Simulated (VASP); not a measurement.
# RbCl (Fm-3m) in VASP: a series of runs

Runs on RbCl. Level: PBE. Tasks: single point.

Everything below comes from runs of VASP 6.6.1. Logs are shortened: lines on timing, memory, paths and dates and some standing lists are left out, and cuts for length are marked.

### Step 1. The cell of the first run

It takes space group Fm-3m (No. 225, cubic). Conventional cell: a = 6.617 Å, b = 6.617 Å, c = 6.617 Å, α = 90.00°, β = 90.00°, γ = 90.00°. Within 4.4 Å of Rb (site symmetry m-3m) lie 6 Cl at 3.31 Å. Within 4.4 Å of Cl (site symmetry m-3m) lie 6 Rb at 3.31 Å.

### Step 2. Single point, PBE

Input file INCAR:

```
PREC     = Accurate       # precision mode
ENCUT    = 500            # plane-wave cutoff, eV
EDIFF    = 1E-6           # SCF threshold, eV
ISMEAR   = 0              # smearing method
SIGMA    = 0.1            # smearing width, eV
LREAL    = F              # projectors in reciprocal space
LASPH    = T              # aspherical terms in the spheres
NELM     = 120            # most SCF steps
ALGO     = Normal         # electronic algorithm
ISIF     = 2              # what is computed and relaxed
LWAVE    = F              # write WAVECAR
LCHARG   = T              # write CHGCAR
GGA      = PE             # functional
LELF     = T              # ELF
LVHAR    = T            
ISYM     = 0            
NBANDS   = 15             # bands
GGA_COMPAT= F
```

Input file KPOINTS:

```
Automatic mesh
0
Gamma
  1 2 3
  0.5 0.5 0.5
```

Input file POSCAR:

```
RbCl
1.0
    0.0000000000      3.3087073290      3.3087073290
    3.3087073290      0.0000000000      3.3087073290
    3.3087073290      3.3087073290      0.0000000000
Rb Cl
1 1
Direct
    0.0000000000      0.0000000000      0.0000000000
    0.5000000000      0.5000000000      0.5000000000
```

Potentials or basis: VASP PAW PBE potentials, release 64 (Rb_sv, Cl).

Launch:

```sh
$ cat potpaw_PBE.64/Rb_sv/POTCAR potpaw_PBE.64/Cl/POTCAR > POTCAR
$ mpirun -np 1 vasp_std > vasp.out
```

OUTCAR:

```text
PREC = Accurate
   ENCUT = 500
   EDIFF = 1E-6
   ISMEAR = 0
   LREAL = F
   LASPH = T
   NELM = 120
   ISIF = 2
   GGA = PE
   ISYM = 0

 ion  position               nearest neighbor table
   1  0.000  0.000  0.000-   2 3.31   2 3.31   2 3.31   2 3.31   2 3.31   2 3.31
   2  0.500  0.500  0.500-   1 3.31   1 3.31   1 3.31   1 3.31   1 3.31   1 3.31

IMPORTANT INFORMATION: All symmetrisations will be switched off!
NOSYMM: (Re-)initialisation of all symmetry stuff for point group C_1.

----------------------------------------------------------------------------------------

                                     Primitive cell

  volume of cell :      72.4444

  direct lattice vectors                    reciprocal lattice vectors
     0.000000000  3.308707329  3.308707329    -0.151116418  0.151116418  0.151116418
     3.308707329  0.000000000  3.308707329     0.151116418 -0.151116418  0.151116418
     3.308707329  3.308707329  0.000000000     0.151116418  0.151116418 -0.151116418

  length of vectors
     4.679218779  4.679218779  4.679218779     0.261741314  0.261741314  0.261741314

  position of ions in fractional coordinates (direct lattice)
     0.000000000  0.000000000  0.000000000
     0.500000000  0.500000000  0.500000000

  ion indices of the primitive-cell ions
   primitive index   ion index
                 1           1
                 2           2

----------------------------------------------------------------------------------------

 KPOINTS: Automatic mesh

Automatic generation of k-mesh.
 Grid dimensions read from file:
 generate k-points for:    1    2    3

 Generating k-lattice:

  Cartesian coordinates                     Fractional coordinates (reciprocal lattice)
    -0.151116418  0.151116418  0.151116418     1.000000000  0.000000000  0.000000000
     0.075558209 -0.075558209  0.075558209     0.000000000  0.500000000  0.000000000
     0.050372139  0.050372139 -0.050372139     0.000000000  0.000000000  0.333333333

  Length of vectors
     0.261741314  0.130870657  0.087247105

  Shift w.r.t. Gamma in fractional coordinates (k-lattice)
     0.500000000  0.500000000  0.500000000

 -----------------------------------------------------------------------------
|                                                                             |
|           W    W    AA    RRRRR   N    N  II  N    N   GGGG   !!!           |
|           W    W   A  A   R    R  NN   N  II  NN   N  G    G  !!!           |
|           W    W  A    A  R    R  N N  N  II  N N  N  G       !!!           |
|           W WW W  AAAAAA  RRRRR   N  N N  II  N  N N  G  GGG   !            |
|           WW  WW  A    A  R   R   N   NN  II  N   NN  G    G                |
|           W    W  A    A  R    R  N    N  II  N    N   GGGG   !!!           |
|                                                                             |
|     Your reciprocal lattice and k-lattice belong to different lattice       |
|     classes:                                                                |
|                                                                             |
|        The reciprocal lattice is body-centered cubic,                       |
|        whereas your k-lattice is face-centered orthorhombic.                |
|                                                                             |
|     Results are often still useful ...                                      |
|                                                                             |
 -----------------------------------------------------------------------------

 WARNING: IBZKPT: internal override: KBLOWUP is changed to .FALSE.
      ... skipping the blow-up phase ...

 Subroutine IBZKPT returns following result:
 ===========================================

 Found      3 irreducible k-points:

 Following reciprocal coordinates:
            Coordinates               Weight
  0.500000  0.250000  0.166667      2.000000
  0.500000 -0.250000  0.166667      2.000000
  0.500000  0.250000  0.500000      2.000000
   k-points           NKPTS =      3   k-points in BZ     NKDIM =      3   number of bands    NBANDS=     15
   number of dos      NEDOS =    301   number of ions     NIONS =      2
   total plane-waves  NPLWV =  46656
   dimension x,y,z NGX =    36 NGY =   36 NGZ =   36
   dimension x,y,z NGXF=    72 NGYF=   72 NGZF=   72
   ions per type =               1   1
   NGX,Y,Z   is equivalent  to a cutoff of  12.79, 12.79, 12.79 a.u.
   NGXF,Y,Z  is equivalent  to a cutoff of  25.58, 25.58, 25.58 a.u.
 SYSTEM =  unknown system
   PREC   = accura    normal or accurate (medium, high low for compatibility)
   ISTART =      0    job   : 0-new  1-cont  2-samecut
   ICHARG =      2    charge: 1-file 2-atom 10-const
   ISPIN  =      1    spin polarized calculation?
   LNONCOLLINEAR =      F non collinear calculations
   LSORBIT =      F    spin-orbit coupling
   LASPH  =      T    aspherical Exc in radial PAW
   ENCUT  =  500.0 eV  36.75 Ry    6.06 a.u.   8.53  8.53  8.53*2*pi/ulx,y,z
   NELM   =    120;   NELMIN=  2; NELMDL= -5     # of ELM steps
   EDIFF  = 0.1E-05   stopping-criterion for ELM
   LREAL  =      F    real-space projection
   EDIFFG = 0.1E-04   stopping-criterion for IOM
   NSW    =      0    number of steps for IOM
   IBRION =     -1    ionic relax: 0-MD 1-quasi-New 2-CG
   NFREE  =      0    steps in history (QN), initial steepest desc. (CG)
   ISIF   =      2    stress and relaxation
   ISYM   =      0    0-nonsym 1-usesym 2-fastsym
   POTIM  = 0.5000    time-step for ionic-motion
   TEBEG  =    0.0;   TEEND  =   0.0 temperature during run
   PSTRESS=    0.0 pullay stress
   NELECT =      16.0000    total number of electrons
   NUPDOWN=      -1.0000    fix difference up-down
   EMIN   =  10.00;   EMAX   =-10.00  energy-range for DOS
   EFERMI =   0.00;   METHOD = LEGACY
   ISMEAR =     0;   SIGMA  =   0.10  broadening in eV -4-tet -1-fermi 0-gaus
   EFERMI_NEDOS =   21; number of points for ismear=-14 and -15
   IALGO  =     38    algorithm
   IMIX   =      4    mixing-type and parameters
     AMIX     =   0.40;   BMIX     =  1.00
     AMIX_MAG =   1.60;   BMIX_MAG =  1.00
  volume/ion in A,a.u.               =      36.22       244.44
  Fermi-wavevector in a.u.,A,eV,Ry     =   0.989570  1.870016 13.323486  0.979249
  Thomas-Fermi vector in A             =   2.121178
   LORBIT       =      0    0 simple, 1 ext, 2 COOP (PROOUT), +10 PAW based schemes
   GGA     = PE    functional components
   LHFCALC =     F    Hartree Fock is set to
   AEXX    =    0.0000 exact exchange contribution
   IVDW    =     0    specifies the selected vdW correction
   LEPSILON=     F    determine dielectric tensor
   LRPA    =     F    only Hartree local field effects (RPA)
 non-spin polarized calculation
 Gauss-broadening in eV      SIGMA  =   0.10
  energy-cutoff  :      500.00
  volume of cell :       72.44
 maximum number of plane-waves:      1840
 NGX is ok and might be reduce to    36
   NGX = 17   NGY = 17   NGZ = 17

 number of electron      16.0000002 magnetization

 Free energy of the ion-electron system (eV)
  ---------------------------------------------------
  ext. energy  EPLUGINS =         0.00000000
  ---------------------------------------------------
  free energy    TOTEN  =        -6.88828487 eV

  energy without entropy =       -6.88828487  energy(sigma->0) =       -6.88828487

 E-fermi :  -1.6824     XC(G=0):  -7.3140

 val. band max:       -2.1870128224   @ k =   0.5000   0.2500   0.1667
 cond. band min:       5.1269284300   @ k =   0.5000   0.2500   0.5000
 fundamental gap:      7.3139412524
 Fermi energy:        -1.6824033377

 k-point     1 :       0.5000    0.2500    0.1667
  band No.  band energies     occupation
      1     -25.8763      2.00000
      2     -14.0383      2.00000
      3     -10.0446      2.00000
      4      -9.9720      2.00000
      5      -9.9331      2.00000
      6      -2.6680      2.00000
      7      -2.3104      2.00000
      8      -2.1870      2.00000
      9       5.3882      0.00000
     10       5.6098      0.00000
     11       7.5845      0.00000
     12       7.7500      0.00000
     13       8.4000      0.00000
     14       9.1364      0.00000
     15       9.7970      0.00000

 k-point     2 :       0.5000   -0.2500    0.1667
  band No.  band energies     occupation
      1     -25.8724      2.00000
      2     -14.0022      2.00000
      3     -10.1212      2.00000
      4     -10.0752      2.00000
      5      -9.9430      2.00000
      6      -2.4387      2.00000
      7      -2.2863      2.00000
      8      -2.2344      2.00000
      9       5.3299      0.00000
     10       6.0793      0.00000
     11       7.1606      0.00000
     12       7.6317      0.00000
     13       9.2289      0.00000
     14       9.4404      0.00000
     15      10.2936      0.00000

 k-point     3 :       0.5000    0.2500    0.5000
  band No.  band energies     occupation
      1     -25.8743      2.00000
      2     -14.0207      2.00000
      3     -10.0646      2.00000
      4      -9.9942      2.00000
      5      -9.9863      2.00000
      6      -2.5479      2.00000
      7      -2.2862      2.00000
      8      -2.2268      2.00000
      9       5.1269      0.00000
     10       5.8944      0.00000
     11       7.7911      0.00000
     12       8.2180      0.00000
     13       8.4581      0.00000
     14       9.0021      0.00000
     15       9.6826      0.00000

------------------------ aborting loop because EDIFF is reached ----------------------------------------

  FORCE on cell =-STRESS in cart. coord.  units (eV):
  Direction    XX          YY          ZZ          XY          YZ          ZX
  --------------------------------------------------------------------------------------
  -------------------------------------------------------------------------------------
  Total        0.1765385     -0.1531325     -0.1540896      0.0317781     -1.4346342     -0.0329357
  in kB        3.9043167     -3.3866697     -3.4078364      0.7028038    -31.7282923     -0.7284036
  external PRESSURE =      -0.9633964 kB  Pullay stress =       0.0000000 kB

 VOLUME and BASIS-vectors are now :
 -----------------------------------------------------------------------------
  energy-cutoff  :      500.00
  volume of cell :       72.44
      direct lattice vectors                 reciprocal lattice vectors
     0.000000000  3.308707329  3.308707329    -0.151116418  0.151116418  0.151116418
     3.308707329  0.000000000  3.308707329     0.151116418 -0.151116418  0.151116418
     3.308707329  3.308707329  0.000000000     0.151116418  0.151116418 -0.151116418

 POSITION                                       TOTAL-FORCE (eV/Angst)
 -----------------------------------------------------------------------------------
      0.00000      0.00000      0.00000        -0.000077     -0.000023      0.000028
      3.30871      3.30871      3.30871         0.000077      0.000023     -0.000028
 -----------------------------------------------------------------------------------
    total drift:                                0.000043      0.000021     -0.000078

  FREE ENERGIE OF THE ION-ELECTRON SYSTEM (eV)
  ---------------------------------------------------
  free  energy   TOTEN  =        -6.8882848734 eV

  energy  without entropy=       -6.8882848734  energy(sigma->0) =       -6.88828487
```

Run time: 7.5 s. Hardware: 1 thread of Intel Xeon Platinum 8559C (Emerald Rapids), shared host; peak memory 0.19 GiB.

The run converged, but its numbers aren't listed here, since they failed a check.

Caveat: the k points lie up to 1.64 Å⁻¹ apart.

[end of part 1 of 2]
